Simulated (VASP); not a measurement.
A run of VASP 6.6.1 is set up as follows.

INCAR

```
SYSTEM = MnO2
  PREC = Accurate
  ENCUT = 520
  EDIFF = 1E-6
  ISMEAR = -1
  SIGMA = 0.05
  LREAL = .FALSE.
  LASPH = .TRUE.
  NELM = 150
  ALGO = Normal
  ISIF = 2
  LWAVE = .FALSE.
  LCHARG = .TRUE.
  ISPIN = 2
  MAGMOM = 2 2 2 2 0 0 0 0 0 0 0 0
  LORBIT = 11
  NUPDOWN = 8.0
  LMAXMIX = 4
  GGA = PS
  LELF = .TRUE.
  LVHAR = .TRUE.
  NBANDS = 66
```

File KPOINTS:

```
Automatic mesh
0
G
  5 5 5
  0 0 0
```

The input POSCAR:

```
MnO2
1.0
    0.0000000000      4.0199925062      4.0199925062
    4.0199925062      0.0000000000      4.0199925062
    4.0199925062      4.0199925062      0.0000000000
Mn O
4 8
Direct
    0.1250000000      0.1250000000      0.1250000000
    0.1250000000      0.1250000000      0.6250000000
    0.6250000000      0.1250000000      0.1250000000
    0.1250000000      0.6250000000      0.1250000000
    0.3609537633      0.3609537633      0.3609537633
    0.3609537633      0.3609537633      0.9171387100
    0.9171387100      0.3609537633      0.3609537633
    0.3609537633      0.9171387100      0.3609537633
    0.8890462367      0.8890462367      0.3328612900
    0.8890462367      0.8890462367      0.8890462367
    0.8890462367      0.3328612900      0.8890462367
    0.3328612900      0.8890462367      0.8890462367
```

Potentials or basis: VASP PAW PBE potentials, release 64 (Mn_pv, O).

Command:

```bash
$ cat potpaw_PBE.64/Mn_pv/POTCAR potpaw_PBE.64/O/POTCAR > POTCAR
$ mpirun -np 1 vasp_std > vasp.out
```

Problem. Predict the largest force.

Solution. 0.301 eV/Å.

Problem. What does it give for the pressure?

Solution. -7.2 GPa.

Forces in eV/Å, atoms in the order of the input:
```
Mn   0.000  0.000  0.000
Mn   0.000  0.000  0.000
Mn   0.000  0.000  0.000
Mn   0.000  0.000  0.000
O   -0.174 -0.174 -0.174
O    0.174  0.174 -0.174
O   -0.174  0.174  0.174
O    0.174 -0.174  0.174
O   -0.174 -0.174  0.174
O    0.174  0.174  0.174
O   -0.174  0.174 -0.174
O    0.174 -0.174 -0.174
```

Caveat: the cell stands under tension; the PAW data sets were made with another functional, which shifts forces and pressure a little; the total moment is fixed, so each spin has its own Fermi level and the state may be an excited one; the run started ferromagnetic, and an antiferromagnetic order may lie lower in energy.
